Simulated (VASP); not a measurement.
SiNi:

```
Ni Si
1.0
     2.94277    0.00000    0.00000
     0.00000    3.28033    0.00000
     0.00000    0.00000    4.67745
Ni Si
2 2
Direct
  0.50000 0.50000 0.34250
  0.00000 0.00000 0.65750
  0.50000 0.50000 0.84314
  0.00000 0.00000 0.15686
```

Program: VASP 6.6.1. Alike in all runs: task single point; potentials or basis VASP PAW PBE potentials, release 64 (Ni, Si); spin collinear, ferromagnetic start; cell as given; smearing fermi-dirac 0.05 eV.

Order these runs on this cell by their pressure, lowest first.
A. level PBE; fixed moment (μB) 2.5; k mesh 8 × 7 × 5; cutoff (eV) 520
B. level PBE; fixed moment (μB) 1.0; k mesh 8 × 7 × 5; cutoff (eV) 520
C. level r2SCAN+U; U Ni d U = 3.0 eV; k mesh 9 × 8 × 6; cutoff (eV) 660
D. level PBE; fixed moment (μB) 1.5; k mesh 8 × 7 × 5; cutoff (eV) 520

C (-4.3 GPa), B (9.2 GPa), D (11.5 GPa), A (18.0 GPa).

Caveats: the cell stands under pressure (at least some runs); the total moment is fixed, so each spin has its own Fermi level (at least some runs); the cell stands under tension (at least some runs); the PAW data sets were made with another functional, which shifts forces and pressure a little (at least some runs); the U is typed as a test and isn't derived for this compound (at least some runs).
